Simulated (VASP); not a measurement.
MnAs, 4 atoms in the cell. It takes space group P6_3/mmc (No. 194, hexagonal). Conventional cell: a = 3.710 Å, b = 3.710 Å, c = 5.691 Å, α = 90.00°, β = 90.00°, γ = 120.00°. Mn (site symmetry -3m) has 6 As at 2.57 Å and 2 Mn at 2.85 Å within 3.4 Å. As (site symmetry -6m2) has 6 Mn at 2.57 Å within 3.4 Å. 

```yaml
Program: VASP 6.6.1
Task: single point
Functional: PBE
Potentials_or_basis: VASP PAW PBE potentials, release 64 (Mn_pv, As)
Cutoff: 520 eV
k_mesh: 8 × 8 × 5
Occupations: fermi-dirac, width 0.15 eV
Spin: collinear spin, antiferromagnetic start
Starting_moments: "[3.24, -3.24, 0.0, 0.0] μB"
Fixed_moment: 0 μB
Dipole_correction: no
Further_INCAR_settings: ALGO = Normal; EDIFF = 1e-07; NBANDS = 30
```

Potentials or basis: VASP PAW PBE potentials, release 64 (Mn_pv, As).

Command:

```sh
$ cat potpaw_PBE.64/Mn_pv/POTCAR potpaw_PBE.64/As/POTCAR > POTCAR
$ mpirun -np 1 vasp_std > vasp.out
```

Hardware: 1 thread of Intel(R) Xeon(R) Platinum 8259CL CPU @ 2.50GHz (Skylake/Cascade Lake), with other jobs on the host.

How long does it take, and how much memory?

Run time: 2.5 min on 1 thread of Intel(R) Xeon(R) Platinum 8259CL CPU @ 2.50GHz (Skylake/Cascade Lake), with other jobs on the host, peak memory 0.25 GiB. Counts: scf iterations 17, k points 30.
